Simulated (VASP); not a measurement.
# AlN (Cm) in VASP: a series of runs

Runs on AlN. Level: PBE. Tasks: single point.

Everything below comes from runs of VASP 6.6.1. Logs are shortened: lines on timing, memory, paths and dates and some standing lists are left out, and cuts for length are marked.

### 1 The cell of the first run

The structure is monoclinic, space group Cm (No. 8). The conventional cell has a = 6.226 Å, b = 6.226 Å, c = 4.403 Å, α = 90.00°, β = 90.00°, γ = 90.00°. Al (site symmetry m) has 3 N at 1.54 to 1.94 Å within 2.0 Å. Within 2.5 Å of Al (site symmetry 1) lie 4 N at 1.91 Å. Within 2.5 Å of Al (site symmetry m) lie 4 N at 1.91 Å and 1 Al at 2.49 Å. Within 2.0 Å of N (site symmetry m) lie 4 Al at 1.54 to 1.91 Å. N (site symmetry 1) has 4 Al at 1.91 to 1.94 Å within 2.5 Å. Within 2.6 Å of N (site symmetry m) lie 4 Al at 1.91 to 2.51 Å.

### 2 Single point, PBE (atom 1 (Al) moved by -0.630 Å along [1 1 0] and -0.126 Å along [0 0 1])

File INCAR:

```
SYSTEM = AlN
PREC = Accurate ; ENCUT = 520
EDIFF = 1E-6 ; ISMEAR = 0
SIGMA = 0.05 ; LREAL = .False.
LASPH = .True. ; NELM = 100
ALGO = Normal ; ISIF = 2
LWAVE = .False. ; LCHARG = .False.
GGA = PE ; NBANDS = 26
```

File KPOINTS:

```
regular mesh
0
Gamma
  6 6 6
  0 0 0
```

File POSCAR:

```
AlN
1.0
    4.4025164325      0.0000000000      0.0000000000
    0.0000000000     -4.4025164325      0.0000000000
    0.0000000000      0.0000000000     -4.4025164325
Al N
4 4
Direct
   -0.1011869641      0.0286199954     -0.1011869641
    0.5000000000      0.5000000000      0.0000000000
    0.5000000000      0.0000000000      0.5000000000
    0.0000000000      0.5000000000      0.5000000000
    0.7500000000      0.7500000000      0.7500000000
    0.2500000000      0.2500000000      0.7500000000
    0.2500000000      0.7500000000      0.2500000000
    0.7500000000      0.2500000000      0.2500000000
```

Potentials or basis: VASP PAW PBE potentials, release 64 (Al, N).

Run with:

```bash
cat potpaw_PBE.64/Al/POTCAR potpaw_PBE.64/N/POTCAR > POTCAR
mpirun -np 1 vasp_std > vasp.out
```

OUTCAR:

```text
SYSTEM = AlN
   PREC = Accurate
   ENCUT = 520
   EDIFF = 1E-6
   ISMEAR = 0
   LREAL = .False.
   LASPH = .True.
   NELM = 100
   ISIF = 2
   GGA = PE

 ion  position               nearest neighbor table
   1  0.899  0.029  0.899-   5 1.54   6 1.94   8 1.94   3 2.49   7 2.51   2 2.75   4 2.75   2 2.95
                             4 2.95   3 3.18   3 3.18
   2  0.500  0.500  0.000-   5 1.91   6 1.91   7 1.91   8 1.91   1 2.75   1 2.95   3 3.11   4 3.11
                             3 3.11   4 3.11   3 3.11   3 3.11   4 3.11   4 3.11
   3  0.500  0.000  0.500-   5 1.91   6 1.91   7 1.91   8 1.91   1 2.49   2 3.11   4 3.11   2 3.11
                             2 3.11   4 3.11   2 3.11   4 3.11   4 3.11   1 3.18   1 3.18
   4  0.000  0.500  0.500-   5 1.91   6 1.91   7 1.91   8 1.91   1 2.75   1 2.95   2 3.11   3 3.11
                             2 3.11   3 3.11   2 3.11   3 3.11   2 3.11   3 3.11
   5  0.750  0.750  0.750-   1 1.54   2 1.91   3 1.91   4 1.91
   6  0.250  0.250  0.750-   2 1.91   3 1.91   4 1.91   1 1.94
   7  0.250  0.750  0.250-   2 1.91   3 1.91   4 1.91   1 2.51
   8  0.750  0.250  0.250-   2 1.91   3 1.91   4 1.91   1 1.94

  LATTYP: Found a simple cubic cell.
 ALAT       =     4.4025164325

  Lattice vectors:

 A1 = (   4.4025164325,   0.0000000000,   0.0000000000)
 A2 = (   0.0000000000,  -4.4025164325,   0.0000000000)
 A3 = (   0.0000000000,   0.0000000000,  -4.4025164325)

Analysis of symmetry for initial positions (statically):
=====================================================================
 Subroutine PRICEL returns:
 Original cell was already a primitive cell.

 Routine SETGRP: Setting up the symmetry group for a
 simple cubic supercell.

 Subroutine GETGRP returns: Found  2 space group operations
 (whereof  2 operations were pure point group operations)
 out of a pool of 48 trial point group operations.

The static configuration has the point symmetry C_1h.

Analysis of symmetry for dynamics (positions and initial velocities):
=====================================================================
 Subroutine PRICEL returns:
 Original cell was already a primitive cell.

 Routine SETGRP: Setting up the symmetry group for a
 simple cubic supercell.

 Subroutine GETGRP returns: Found  2 space group operations
 (whereof  2 operations were pure point group operations)
 out of a pool of 48 trial point group operations.

The dynamic configuration has the point symmetry C_1h.

 Subroutine INISYM returns: Found  2 space group operations
 (whereof  2 operations are pure point group operations),
 and found     1 'primitive' translations

----------------------------------------------------------------------------------------

                                     Primitive cell

  volume of cell :      85.3302

  direct lattice vectors                    reciprocal lattice vectors
     4.402516432  0.000000000  0.000000000     0.227142821  0.000000000  0.000000000
     0.000000000 -4.402516432  0.000000000     0.000000000 -0.227142821  0.000000000
     0.000000000  0.000000000 -4.402516432     0.000000000  0.000000000 -0.227142821

  length of vectors
     4.402516432  4.402516432  4.402516432     0.227142821  0.227142821  0.227142821

  position of ions in fractional coordinates (direct lattice)
     0.898813036  0.028619995  0.898813036
     0.500000000  0.500000000  0.000000000
     0.500000000  0.000000000  0.500000000
     0.000000000  0.500000000  0.500000000
     0.750000000  0.750000000  0.750000000
     0.250000000  0.250000000  0.750000000
     0.250000000  0.750000000  0.250000000
     0.750000000  0.250000000  0.250000000

  ion indices of the primitive-cell ions
   primitive index   ion index
                 1           1
                 2           2
                 3           3
                 4           4
                 5           5
                 6           6
                 7           7
                 8           8

----------------------------------------------------------------------------------------

 KPOINTS: regular mesh

Automatic generation of k-mesh.
 Grid dimensions read from file:
 generate k-points for:    6    6    6

 Generating k-lattice:

  Cartesian coordinates                     Fractional coordinates (reciprocal lattice)
     0.037857137  0.000000000  0.000000000     0.166666667  0.000000000  0.000000000
     0.000000000 -0.037857137  0.000000000     0.000000000  0.166666667  0.000000000
     0.000000000  0.000000000 -0.037857137     0.000000000  0.000000000  0.166666667

  Length of vectors
     0.037857137  0.037857137  0.037857137

  Shift w.r.t. Gamma in fractional coordinates (k-lattice)
     0.000000000  0.000000000  0.000000000

 Subroutine IBZKPT returns following result:
 ===========================================

 Found     68 irreducible k-points:

 Following reciprocal coordinates:
            Coordinates               Weight
  0.000000  0.000000  0.000000      1.000000
  0.166667  0.000000  0.000000      4.000000
  0.000000  0.166667  0.000000      2.000000
  0.333333  0.000000  0.000000      4.000000
  0.000000  0.333333  0.000000      2.000000
  0.500000  0.000000  0.000000      2.000000
[... 16 lines left out ...]
 -0.333333  0.333333  0.000000      4.000000
 -0.333333  0.000000  0.333333      2.000000
 [... further k-points ...]
   k-points           NKPTS =     68   k-points in BZ     NKDIM =     68   number of bands    NBANDS=     26
   number of dos      NEDOS =    301   number of ions     NIONS =      8
   total plane-waves  NPLWV =  46656
   dimension x,y,z NGX =    36 NGY =   36 NGZ =   36
   dimension x,y,z NGXF=    72 NGYF=   72 NGZF=   72
   ions per type =               4   4
   NGX,Y,Z   is equivalent  to a cutoff of  13.59, 13.59, 13.59 a.u.
   NGXF,Y,Z  is equivalent  to a cutoff of  27.19, 27.19, 27.19 a.u.
 SYSTEM =  AlN
   PREC   = accura    normal or accurate (medium, high low for compatibility)
   ISTART =      0    job   : 0-new  1-cont  2-samecut
   ICHARG =      2    charge: 1-file 2-atom 10-const
   ISPIN  =      1    spin polarized calculation?
   LNONCOLLINEAR =      F non collinear calculations
   LSORBIT =      F    spin-orbit coupling
   LASPH  =      T    aspherical Exc in radial PAW
   ENCUT  =  520.0 eV  38.22 Ry    6.18 a.u.   8.19  8.19  8.19*2*pi/ulx,y,z
   NELM   =    100;   NELMIN=  2; NELMDL= -5     # of ELM steps
   EDIFF  = 0.1E-05   stopping-criterion for ELM
   LREAL  =      F    real-space projection
   EDIFFG = 0.1E-04   stopping-criterion for IOM
   NSW    =      0    number of steps for IOM
   IBRION =     -1    ionic relax: 0-MD 1-quasi-New 2-CG
   NFREE  =      0    steps in history (QN), initial steepest desc. (CG)
   ISIF   =      2    stress and relaxation
   ISYM   =      2    0-nonsym 1-usesym 2-fastsym
   POTIM  = 0.5000    time-step for ionic-motion
   TEBEG  =    0.0;   TEEND  =   0.0 temperature during run
   PSTRESS=    0.0 pullay stress
   NELECT =      32.0000    total number of electrons
   NUPDOWN=      -1.0000    fix difference up-down
   EMIN   =  10.00;   EMAX   =-10.00  energy-range for DOS
   EFERMI =   0.00;   METHOD = LEGACY
   ISMEAR =     0;   SIGMA  =   0.05  broadening in eV -4-tet -1-fermi 0-gaus
   EFERMI_NEDOS =   21; number of points for ismear=-14 and -15
   IALGO  =     38    algorithm
   IMIX   =      4    mixing-type and parameters
     AMIX     =   0.40;   BMIX     =  1.00
     AMIX_MAG =   1.60;   BMIX_MAG =  1.00
  volume/ion in A,a.u.               =      10.67        71.98
  Fermi-wavevector in a.u.,A,eV,Ry     =   1.180567  2.230947 18.962951  1.393738
  Thomas-Fermi vector in A             =   2.316857
   LORBIT       =      0    0 simple, 1 ext, 2 COOP (PROOUT), +10 PAW based schemes
   GGA     = PE    functional components
   LHFCALC =     F    Hartree Fock is set to
   AEXX    =    0.0000 exact exchange contribution
   IVDW    =     0    specifies the selected vdW correction
   LEPSILON=     F    determine dielectric tensor
   LRPA    =     F    only Hartree local field effects (RPA)
 non-spin polarized calculation
 Gauss-broadening in eV      SIGMA  =   0.05
  energy-cutoff  :      520.00
  volume of cell :       85.33
 maximum number of plane-waves:      2325
 NGX is ok and might be reduce to    36
   NGX = 17   NGY = 17   NGZ = 17

 number of electron      31.9999997 magnetization

 Free energy of the ion-electron system (eV)
  ---------------------------------------------------
  ext. energy  EPLUGINS =         0.00000000
  ---------------------------------------------------
  free energy    TOTEN  =       -55.84413609 eV

  energy without entropy =      -55.84404555  energy(sigma->0) =      -55.84409082

 E-fermi :   6.8170     XC(G=0): -10.8211

 val. band max:        6.7596193407   @ k =   0.0000   0.0000   0.0000
 cond. band min:       6.8703895135   @ k =   0.5000   0.5000   0.5000
 fundamental gap:      0.1107701728
 Fermi energy:         6.8170284389

 k-point     1 :       0.0000    0.0000    0.0000
  band No.  band energies     occupation
      1      -9.5870      2.00000
      2      -7.4128      2.00000
      3      -6.6739      2.00000
      4      -5.5073      2.00000
      5       0.3640      2.00000
      6       0.4030      2.00000
[... 18 lines left out ...]
     25      18.1004      0.00000
     26      18.4168      0.00000

 k-point     2 :       0.1667    0.0000    0.0000
  band No.  band energies     occupation
      1      -9.4866      2.00000
      2      -7.4375      2.00000
      3      -6.7895      2.00000
      4      -5.5476      2.00000
      5       0.4838      2.00000
      6       0.5852      2.00000
[... 18 lines left out ...]
     25      17.9459      0.00000
[... 608 lines left out ...]
     25      16.3433      0.00000
     26      16.9300      0.00000

 k-point    24 :      -0.3333    0.0000    0.3333
  band No.  band energies     occupation
      1      -8.9565      2.00000
      2      -7.5088      2.00000
      3      -7.2350      2.00000
      4      -5.7737      2.00000
      5       0.3151      2.00000
      6       1.1528      2.00000
[... 18 lines left out ...]
     25      16.0853      0.00000
     26      16.6363      0.00000

 [... further k-points ...]

------------------------ aborting loop because EDIFF is reached ----------------------------------------

  FORCE on cell =-STRESS in cart. coord.  units (eV):
  Direction    XX          YY          ZZ          XY          YZ          ZX
  --------------------------------------------------------------------------------------
  -------------------------------------------------------------------------------------
  Total        2.4021218     11.3719045      2.4021218     -4.3575693      4.3575692     -4.0953002
  in kB       45.1027118    213.5211158     45.1027118    -81.8185783     81.8185767    -76.8941620
  external PRESSURE =     101.2421798 kB  Pullay stress =       0.0000000 kB

 VOLUME and BASIS-vectors are now :
 -----------------------------------------------------------------------------
  energy-cutoff  :      520.00
  volume of cell :       85.33
      direct lattice vectors                 reciprocal lattice vectors
     4.402516432  0.000000000  0.000000000     0.227142821  0.000000000  0.000000000
     0.000000000 -4.402516432  0.000000000     0.000000000 -0.227142821  0.000000000
     0.000000000  0.000000000 -4.402516432     0.000000000  0.000000000 -0.227142821

 POSITION                                       TOTAL-FORCE (eV/Angst)
 -----------------------------------------------------------------------------------
      3.95704     -0.12600     -3.95704         8.662572     -7.094597     -8.662572
      2.20126     -2.20126      0.00000        -1.958491     -0.866065     -1.444325
      2.20126      0.00000     -2.20126        -2.604117      0.711968      2.604117
      0.00000     -2.20126     -2.20126         1.444325     -0.866065      1.958491
      3.30189     -3.30189     -3.30189        -4.671154      7.683523      4.671154
      1.10063     -1.10063     -3.30189        -0.625446      0.110025      0.339586
      1.10063     -3.30189     -1.10063         0.091897      0.211184     -0.091897
      3.30189     -1.10063     -1.10063        -0.339586      0.110025      0.625446
 -----------------------------------------------------------------------------------
    total drift:                                0.000049     -0.000436     -0.000049

  FREE ENERGIE OF THE ION-ELECTRON SYSTEM (eV)
  ---------------------------------------------------
  free  energy   TOTEN  =       -55.8441360945 eV

  energy  without entropy=      -55.8440455483  energy(sigma->0) =      -55.84409082
```

Wall time 98 s (1 thread of Intel Xeon Platinum 8488C (Sapphire Rapids), shared host); peak memory 0.26 GiB.

What came out:

| Item | Value |
| --- | --- |
| Free energy | -55.8441 eV |
| Pressure | 10.1 GPa |
| Largest force | 14.157 eV/Å |
| Band gap on the k mesh | zero (bands 16 and 17 overlap by 0.11 eV) |

Forces in eV/Å, atoms in the order of the input:
```
Al   8.663 -7.095 -8.663
Al  -1.958 -0.866 -1.444
Al  -2.604  0.712  2.604
Al   1.444 -0.866  1.958
N   -4.671  7.684  4.671
N   -0.625  0.110  0.340
N    0.092  0.211 -0.092
N   -0.340  0.110  0.625
```

Levels at points of the mesh, in eV from the Fermi level:
| k point | band 14 | band 15 | band 16 | band 17 | band 18 | band 19 |
| --- | --- | --- | --- | --- | --- | --- |
| (0.00, 0.00, 0.00) | -0.94 | -0.87 | -0.30 | -0.06 | 2.77 | 2.84 |
| (0.50, 0.00, 0.00) | -2.61 | -1.38 | -0.73 | 2.48 | 5.05 | 5.37 |
| (0.00, 0.50, 0.00) | -2.06 | -1.67 | -1.02 | 2.05 | 5.02 | 5.34 |
| (0.50, 0.50, 0.00) | -2.03 | -1.06 | -0.34 | 3.90 | 6.34 | 6.89 |
| (0.50, 0.00, 0.50) | -1.48 | -1.25 | -0.78 | 4.13 | 6.49 | 6.77 |
| (0.50, 0.50, 0.50) | -0.93 | -0.86 | 0.05 | 4.78 | 5.13 | 5.67 |

Caveat: the cell differs from its parent crystal (atom 1 (Al) moved by -0.630 Å along [1 1 0] and -0.126 Å along [0 0 1]); the stress differs along the axes, from 5 to 21 GPa; semilocal functionals underestimate gaps, and a narrow one can read as zero; forces of over 1 eV/Å act on the atoms, so gaps and moduli don't describe the material at rest.

### 3 Single point, PBE (atom 1 (Al) moved by -0.378 Å along [1 1 0] and -0.504 Å along [0 0 1])

File INCAR:

```
SYSTEM = AlN
PREC = Accurate ; ENCUT = 520
EDIFF = 1E-6 ; ISMEAR = 0
SIGMA = 0.05 ; LREAL = .FALSE.
LASPH = .TRUE. ; NELM = 60
ALGO = Normal ; ISIF = 2
LWAVE = .FALSE. ; LCHARG = .TRUE.
GGA = PE ; LELF = .TRUE.
LVHAR = .TRUE. ; NBANDS = 26
```

File KPOINTS:

```
Automatic mesh
0
G
  6 6 6
  0 0 0
```

Changes to POSCAR since step 2:

```diff
@@ -8,3 +8,3 @@
 Direct
-   -0.1011869641      0.0286199954     -0.1011869641
+   -0.0607121785      0.1144799816     -0.0607121785
     0.5000000000      0.5000000000      0.0000000000
```

Potentials or basis: VASP PAW PBE potentials, release 64 (Al, N).

Run with:

```bash
cat potpaw_PBE.64/Al/POTCAR potpaw_PBE.64/N/POTCAR > POTCAR
mpirun -np 1 vasp_std > vasp.out
```

It took 1.8 min on 1 thread of Intel Xeon Platinum 8488C (Sapphire Rapids), shared host; peak memory 0.26 GiB.

The run converged. Its results:

```
Free energy            : -56.7240 eV
Pressure               : 6.8 GPa
Largest force          : 7.304 eV/Å
Band gap on the k mesh : zero (bands 16 and 17 overlap by 0.10 eV)
```

Forces on the atoms (eV/Å):
```
Al   1.550  6.967 -1.550
Al  -1.746 -2.467 -1.087
Al  -1.364  1.589  1.364
Al   1.087 -2.467  1.746
N   -0.021 -0.763  0.021
N    1.890 -1.485  1.563
N    0.169  0.112 -0.169
N   -1.563 -1.485 -1.890
```

Stress tensor (GPa, compression positive):
```
10.47  1.18  5.88
 1.18 -0.42 -1.18
 5.88 -1.18 10.47
```

Levels at points of the mesh, in eV from the Fermi level:
```tsv
k point	band 13	band 14	band 15	band 16	band 17	band 18	band 19	band 20
(0.00, 0.00, 0.00)	-2.56	-0.93	-0.92	-0.42	-0.05	2.63	3.33	3.45
(0.50, 0.00, 0.00)	-2.50	-2.34	-1.55	-0.89	2.15	4.94	5.72	5.84
(0.00, 0.50, 0.00)	-2.94	-2.76	-1.34	-0.69	2.46	5.19	5.54	5.78
(0.50, 0.50, 0.00)	-2.21	-1.62	-1.26	-0.58	3.95	6.34	6.76	7.30
(0.50, 0.00, 0.50)	-2.32	-2.19	-1.00	-0.30	3.80	6.37	6.82	7.02
(0.50, 0.50, 0.50)	-1.52	-0.97	-0.85	0.05	4.82	5.19	5.52	5.87
```

Caveat: the cell differs from its parent crystal (atom 1 (Al) moved by -0.378 Å along [1 1 0] and -0.504 Å along [0 0 1]); the stress differs along the axes, from -0 to 10 GPa; semilocal functionals underestimate gaps, and a narrow one can read as zero; forces of over 1 eV/Å act on the atoms, so gaps and moduli don't describe the material at rest.

(Continued in part 2 of 3.)

The gap in the log of VASP goes by the Fermi energy; the results here count the filled bands.